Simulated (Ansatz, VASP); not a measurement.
**Two plane-wave programs on Si3N4**

```
Si N
1.0
     0.00000    3.89462    3.89462
     3.89462    0.00000    3.89462
     3.89462    3.89462    0.00000
Si N
6 8
Direct
  0.12500 0.12500 0.62500
  0.12500 0.62500 0.12500
  0.62500 0.12500 0.12500
  0.12500 0.12500 0.12500
  0.75000 0.75000 0.75000
  0.50000 0.50000 0.50000
  0.36754 0.36754 0.36754
  0.35263 0.88246 0.88246
  0.88246 0.88246 0.35263
  0.88246 0.35263 0.88246
  0.36754 0.36754 0.89737
  0.36754 0.89737 0.36754
  0.88246 0.88246 0.88246
  0.89737 0.36754 0.36754
```

Alike in both runs: task single point; functional PBEsol; k mesh 6 × 6 × 6; occupations gaussian, width 0.02 eV; no spin polarisation.

|  | VASP | Ansatz |
| --- | --- | --- |
| version | VASP 6.6.1 | Ansatz 0.2.0 |
| potentials or method | VASP PAW PBE potentials, release 64 (Si, N), cutoff 520 eV | scalar-relativistic, plane waves, PAW |
| valence electrons in the cell | 64 | 64 |

|  | VASP | Ansatz | Ansatz less VASP |
| --- | --- | --- | --- |
| gap on the k mesh at the Fermi level (eV) | 3.21 | 3.22 | +0.007 |
| least direct gap on the mesh (eV) | 3.25 | 3.26 | +0.007 |
| pressure (GPa) | -5.0 | -5.3 | -0.32 |
| rms of the force components (eV/Å) | 0.021 | 0.025 | +0.0036 |

VASP's potentials were made for PBE, not for PBEsol. Atom by atom the forces differ by 0.004 eV/Å (rms over components). The functional is the same, so the differences come from potentials, cutoffs and numerics.
